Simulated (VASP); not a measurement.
Runs of VASP 6.6.1 on AgRh. The structure is that of space group P-6m2 (No. 187), or close to it. The cells are those of the table. 

| task | level | potentials or basis | cell | cutoff (eV) | gap on the mesh (eV) | pressure (GPa) |
| --- | --- | --- | --- | --- | --- | --- |
| single point | RPBE | VASP PAW PBE potentials, release 64 (Ag, Rh_pv) | a = 2.794, b = 2.794, c = 4.814 Å, angles 90.0, 90.0, 120.0°, 2 atoms | 520 | none | 0.0 |
| single point | LDA | VASP PAW LDA potentials, release 64 (Ag, Rh_pv) | a = 2.796, b = 2.796, c = 4.840 Å, angles 90.0, 90.0, 120.0°, 2 atoms | 520 | none | -17.6 |
| single point | r2SCAN | VASP PAW PBE potentials, release 64 (Ag, Rh_pv) | a = 2.814, b = 2.814, c = 4.872 Å, angles 90.0, 90.0, 120.0°, 2 atoms | 520 | none | (a) |
| single point | LDA | VASP PAW LDA potentials, release 64 (Ag, Rh_pv) | a = 2.814, b = 2.814, c = 4.872 Å, angles 90.0, 90.0, 120.0°, 2 atoms | 520 | none | -19.5 |
| relaxation of cell and atoms | LDA | VASP PAW LDA potentials, release 64 (Ag, Rh_pv) | relaxed from a = 2.778, b = 2.778, c = 4.809 Å, angles 90.0, 90.0, 120.0°, 2 atoms | 600 | none | 0.0 |

Alike in all rows: no spin polarisation; k mesh 11 × 11 × 6; smearing fermi-dirac 0.05 eV.

Task: Estimate the missing entries.

Result: (a) -11.1.

Caveats: the cell stands under tension (at least some runs); the PAW data sets were made with another functional, which shifts forces and pressure a little (at least some runs).

A k mesh can miss the band edges, and the runs leave out spin-orbit coupling on Ag, Rh.

A gap of «none» marks levels without a gap at the run's occupations.
